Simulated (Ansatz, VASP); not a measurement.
# Mn: VASP beside Ansatz

```
Mn
1.0
     2.36231    0.00000    0.00000
     0.00000    2.36231    0.00000
     0.00000    0.00000    2.36231
Mn
1
Direct
  0.00000 0.00000 0.00000
```

Alike in both runs: task single point; functional RPBE; k mesh 15 × 15 × 15; occupations fermi-dirac, width 0.1 eV; no spin polarisation.

```csv
,VASP,Ansatz
version,VASP 6.6.1,Ansatz 0.2.0
potentials or method,"VASP PAW PBE potentials, release 64 (Mn_pv), cutoff 520 eV","plane waves (420 eV) with PAW, scalar-relativistic"
valence electrons in the cell,13,15
```

Ansatz gave:

| Quantity | Value |
| --- | --- |
| pressure (GPa) | -12.8 |

Task: What did VASP give for the same quantities?

Result: Pressure (GPa): -12.6.

VASP's potentials were made for PBE, not for RPBE. VASP's potentials hold 13 valence electrons a cell and Ansatz's 15, so a difference there can come from the potentials and not from the codes.
